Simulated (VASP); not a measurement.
BiTe: relaxation of cell and atoms with PBEsol

BiTe:

```
Bi Te
1.0
     0.00000    3.19291    3.19291
     3.19291    0.00000    3.19291
     3.19291    3.19291    0.00000
Bi Te
1 1
Cartesian
  0.0000 0.0000 0.0000
  3.1929 3.1929 3.1929
```

```yaml
Program: VASP 6.6.1
Task: relaxation of cell and atoms
Functional: PBEsol
Potentials_or_basis: VASP PAW PBE potentials, release 64 (Bi_d, Te)
Cutoff: 600 eV
k_mesh: 12 × 12 × 12
Occupations: gaussian, width 0.1 eV
Spin: no spin polarisation
Dipole_correction: no
Further_INCAR_settings: ALGO = Normal; EDIFF = 1e-06; IBRION = 2; EDIFFG = -0.01; NSW = 80; ISIF = 3
```

| Property | Result |
| --- | --- |
| Relaxed volume | 32.68 Å³/atom |
| Relaxed cell | a = 4.522 Å, b = 4.522 Å, c = 4.522 Å, α = 60.00°, β = 60.00°, γ = 60.00° |
| Space group after relaxing (to 0.1 Å) | Fm-3m (No. 225) |
| Energy gained by relaxing | 0.1 meV/atom |
| Ionic steps | 3 |
| Pressure after relaxing | 0.0 GPa |
| Band gap on the k mesh | zero (an odd number of electrons rules out a gap without spin polarisation) |

Step by step:
```
step  energy change (eV)  largest force (eV/Å)  pressure (GPa)  volume (Å³)
   1              0.0000                0.0000            0.24        65.10
   2             -0.0001                0.0000           -0.16        65.56
   3             -0.0002                0.0000            0.00        65.37
```

Final structure:
```xyz
2
Lattice="0.0000 3.1973 3.1973 3.1973 0.0000 3.1973 3.1973 3.1973 0.0000" Properties=species:S:1:pos:R:3 pbc="T T T"
Bi    0.0000    0.0000    0.0000
Te    3.1973    3.1973    3.1973
```

Levels at points of the mesh, in eV from the Fermi level:
| k point | band 6 | band 7 | band 8 | band 9 | band 10 | band 11 | band 12 | band 13 | band 14 |
| --- | --- | --- | --- | --- | --- | --- | --- | --- | --- |
| (0.00, 0.00, 0.00) | -13.77 | -7.99 | -2.61 | -2.61 | -2.61 | 2.24 | 2.24 | 2.24 | 4.60 |
| (0.50, 0.00, 0.00) | -11.71 | -11.37 | -1.96 | -1.96 | -1.58 | -0.86 | -0.67 | -0.67 | 7.34 |
| (0.50, 0.50, 0.00) | -11.89 | -9.95 | -5.90 | -4.16 | -4.16 | 2.06 | 3.78 | 3.78 | 5.24 |

It took 3 min on 1 thread of AMD EPYC 7R13, on a shared host, peak memory 0.25 GiB.

Caveat: the PAW data sets were made with another functional, which shifts forces and pressure a little; spin-orbit coupling is left out, which moves the levels of the heavy elements. Zero-point motion and thermal expansion aren't in these numbers.
